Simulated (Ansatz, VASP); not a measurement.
One calculation of AlN, two programs

The input INCAR:

```
PREC = Accurate ; ENCUT = 520
EDIFF = 1E-6 ; ISMEAR = 0
SIGMA = 0.05 ; LREAL = False
LASPH = True ; NELM = 60
ALGO = Normal ; ISIF = 2
LWAVE = False ; LCHARG = False
GGA = PS ; NBANDS = 16
```

KPOINTS

```
Automatic mesh
0
Gamma
  9 9 6
```

The input POSCAR:

```
AlN
1.0
    3.2618000000      0.0000000000      0.0000000000
   -1.6309000000      2.8248016620      0.0000000000
    0.0000000000      0.0000000000      4.2228000000
Al N
2 2
Direct
    0.3333333333      0.6666666667      0.7500000000
    0.6666666667      0.3333333333      0.2500000000
    0.3333333333      0.6666666667      0.2500000000
    0.6666666667      0.3333333333      0.7500000000
```

Input for Ansatz:

```yaml
crystal:
  lattice:
    - [3.2618, 0.0, 0.0]
    - [-1.6309, 2.824801662, 0.0]
    - [0.0, 0.0, 4.2228]
  atoms:
    - { symbol: Al, position: [0.3333333333, 0.6666666667, 0.75] }
    - { symbol: Al, position: [0.6666666667, 0.3333333333, 0.25] }
    - { symbol: "N", position: [0.3333333333, 0.6666666667, 0.25] }
    - { symbol: "N", position: [0.6666666667, 0.3333333333, 0.75] }
basis:
  ecutwfc: 520.0
kpoints:
  mp_grid: { grid: [9, 9, 6] }
hamiltonian:
  xc: pbesol
  pseudopotentials: { kind: paw, azcp: { folder: soft_1 } }
scf:
  occupations: { method: gaussian, width: 0.05 }
output:
  forces: true
  stress: true
  eigenvalues: true
```

Alike in both runs: task single point; functional PBEsol; k mesh 9 × 9 × 6; occupations gaussian, width 0.05 eV; no spin polarisation.

|  | VASP | Ansatz |
| --- | --- | --- |
| version | VASP 6.6.1 | Ansatz 0.2.0 |
| potentials or method | VASP PAW PBE potentials, release 64 (Al, N), cutoff 520 eV | scalar-relativistic, plane waves, PAW |
| valence electrons in the cell | 16 | 16 |

Ansatz gave:

* gap on the k mesh at the Fermi level (eV): 3.28
* least direct gap on the mesh (eV): 3.28
* pressure (GPa): 2.1
* traceless stress, the component that is largest in VASP (GPa): -4.46

**Question.** Estimate VASP's values.

**Answer.** gap on the k mesh at the Fermi level (eV): 3.30; least direct gap on the mesh (eV): 3.30; pressure (GPa): 2.1; traceless stress, the component that is largest in VASP (GPa): -4.52.

VASP's potentials were made for PBE, not for PBEsol, and Ansatz warns of the same on its side.
